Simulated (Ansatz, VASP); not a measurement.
## Two plane-wave programs on Si

INCAR

```
SYSTEM = Si
PREC = Accurate
ENCUT = 600
EDIFF = 1E-7
ISMEAR = 0
SIGMA = 0.1
LREAL = .FALSE.
LASPH = .TRUE.
NELM = 80
ALGO = Normal
ISIF = 3
LWAVE = .FALSE.
LCHARG = .FALSE.
GGA = PE
IBRION = 2
NSW = 90
EDIFFG = -0.04
```

File KPOINTS:

```
regular mesh
0
G
  6 6 2
  0 0 0
```

File POSCAR:

```
Si
1.0
    3.3297062898      0.0000000000      0.0000000000
   -1.6648531449      2.8836102341      0.0000000000
    0.0000000000      0.0000000000      9.1533265574
Si
4
Direct
    0.0000000000      0.0000000000      0.0000000000
    0.0000000000      0.0000000000      0.5000000000
    0.3333333333      0.6666666667      0.0050000000
    0.6666666667      0.3333333333      0.5050000000
```

Input for Ansatz:

```yaml
crystal:
  lattice:
    - [3.3297062898, 0.0, 0.0]
    - [-1.6648531449, 2.8836102341, 0.0]
    - [0.0, 0.0, 9.1533265574]
  atoms:
    - { symbol: Si, position: [0.0, 0.0, 0.0] }
    - { symbol: Si, position: [0.0, 0.0, 0.5] }
    - { symbol: Si, position: [0.3333333333, 0.6666666667, 0.005] }
    - { symbol: Si, position: [0.6666666667, 0.3333333333, 0.505] }
basis:
  ecutwfc: 420
kpoints:
  mp_grid: { grid: [6, 6, 2] }
hamiltonian:
  xc: pbe
scf:
  occupations: { method: gaussian, width: 0.1 }
  lower_state_search: "off"
output:
  forces: true
  stress: true
  eigenvalues: true
relax:
  adjacent_minimum: "off"
  f_tol: 0.04
  max_steps: 70
  cell: { stress_tol: 0.4 }
```

Alike in both runs: task relaxation of cell and atoms; functional PBE; k mesh 6 × 6 × 2; occupations gaussian, width 0.1 eV; no spin polarisation.

|  | VASP | Ansatz |
| --- | --- | --- |
| version | VASP 6.6.1 | Ansatz 0.2.0 |
| potentials or method | VASP PAW PBE potentials, release 64 (Si), cutoff 600 eV | scalar-relativistic, plane waves, PAW |
| valence electrons in the cell | 16 | 16 |

|  | VASP | Ansatz | Ansatz less VASP |
| --- | --- | --- | --- |
| gap on the k mesh at the Fermi level, each at its own relaxed structure (eV) | none | none | - |
| relaxed volume (Å³/atom) | 16.27 | 16.30 | +0.032 |
| relaxed cell length with the largest relative difference (Å) | 5.851 | 5.855 | +0.0047 |

A gap of «none» marks a metal or a gap that the smearing closes.

The k mesh is coarse, so the values compare programs but aren't converged. Noted on VASP's run: the volume moved by over 15 % at a fixed basis, so the end points are rough.
